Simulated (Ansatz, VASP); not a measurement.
**Two plane-wave programs on TaN**

Contents of INCAR:

```
SYSTEM = TaN
  PREC = Accurate
  ENCUT = 600
  EDIFF = 1E-6
  ISMEAR = 0
  SIGMA = 0.15
  LREAL = .FALSE.
  LASPH = .TRUE.
  NELM = 120
  ALGO = Normal
  ISIF = 2
  LWAVE = .FALSE.
  LCHARG = .TRUE.
  GGA = PS
  LELF = .TRUE.
  LVHAR = .TRUE.
  NBANDS = 16
  GGA_COMPAT = .FALSE.
```

File KPOINTS:

```
regular mesh
0
G
  18 18 18
  0 0 0
```

POSCAR

```
TaN
1.0
    0.0000000000      2.1790000000      2.1245250000
    2.1790000000      0.0000000000      2.1245250000
    2.1790000000      2.1790000000      0.0000000000
Ta N
1 1
Direct
    0.5000000000      0.5000000000      0.5000000000
    0.0000000000      0.0000000000      0.0000000000
```

Input for Ansatz:

```yaml
crystal:
  lattice:
    - [0.0, 2.179, 2.124525]
    - [2.179, 0.0, 2.124525]
    - [2.179, 2.179, 0.0]
  atoms:
    - { symbol: Ta, position: [0.5, 0.5, 0.5] }
    - { symbol: "N", position: [0.0, 0.0, 0.0] }
basis:
  ecutwfc: 420
kpoints:
  mp_grid: { grid: [18, 18, 18] }
hamiltonian:
  xc: pbesol
scf:
  occupations: { method: gaussian, width: 0.15 }
output:
  forces: true
  stress: true
  eigenvalues: true
```

Change from the starting cell: strain +0.000 along x and y, -0.025 along z, atoms carried along.

Alike in both runs: task single point; functional PBEsol; k mesh 18 × 18 × 18; occupations gaussian, width 0.15 eV; no spin polarisation.

|  | VASP | Ansatz |
| --- | --- | --- |
| version | VASP 6.6.1 | Ansatz 0.2.0 |
| potentials or method | VASP PAW PBE potentials, release 64 (Ta_sv_GW, N), cutoff 600 eV | scalar-relativistic, plane waves, PAW |
| valence electrons in the cell | 18 | 18 |

```csv
,VASP,Ansatz,Ansatz less VASP
gap on the k mesh at the Fermi level (eV),none,none,-
pressure (GPa),15.3,15.1,-0.21
"traceless stress, the component that is largest in VASP (GPa)",13.45,13.39,-0.052
```

VASP's potentials were made for PBE, not for PBEsol. A gap of «none» marks a metal or a gap that the smearing closes. With one functional, cell and mesh, what is left measures potentials, basis and numerics.

Spin-orbit coupling is off throughout.
